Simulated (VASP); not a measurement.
Write the native input for VASP 6.6.1 that does the following.

* Task: single point
* Functional: PBE
* Potentials or basis: VASP PAW PBE potentials, release 64 (Ga_d, Sb)
* Cutoff: 520 eV
* k mesh: 16 × 16 × 16
* Occupations: gaussian, width 0.15 eV
* Spin: no spin polarisation
* Dipole correction: no
* Further INCAR settings: ALGO = Normal; EDIFF = 1e-06; NBANDS = 16

The structure of GaSb lies in POSCAR:

```
GaSb
1.0
    0.0000000000      2.9515746001      2.9515746001
    2.9515746001      0.0000000000      2.9515746001
    2.9515746001      2.9515746001      0.0000000000
Ga Sb
1 1
Direct
    0.0000000000      0.0000000000      0.0000000000
    0.7500000000      0.7500000000      0.7500000000
```

This cell differs from its parent crystal: strain -0.050 along x and y, -0.050 along z.

The input as run:

INCAR

```
ALGO = Normal ; EDIFF = 1E-6
ENCUT = 520 ; GGA = PE
ISIF = 2 ; ISMEAR = 0
LASPH = True ; LCHARG = False
LREAL = False ; LWAVE = False
NBANDS = 16 ; NELM = 80
PREC = Accurate ; SIGMA = 0.15
```

KPOINTS

```
k-points
0
Gamma
  16 16 16
```

Potentials or basis: VASP PAW PBE potentials, release 64 (Ga_d, Sb).

The run is started by

```console
$ cat potpaw_PBE.64/Ga_d/POTCAR potpaw_PBE.64/Sb/POTCAR > POTCAR
$ mpirun -np 1 vasp_std > vasp.out
```

It gave:

The pressure is 10.1 GPa and the band gap on the k mesh is 0.64 eV, indirect (least direct gap 0.83 eV).

Caveat: the cell differs from its parent crystal (strain -0.050 along x and y, -0.050 along z); spin-orbit coupling is left out, which moves the levels of the heavy elements.

It took 29 s on 1 thread of Intel(R) Xeon(R) 6975P-C (Granite Rapids), with other jobs on the host, peak memory 0.26 GiB.
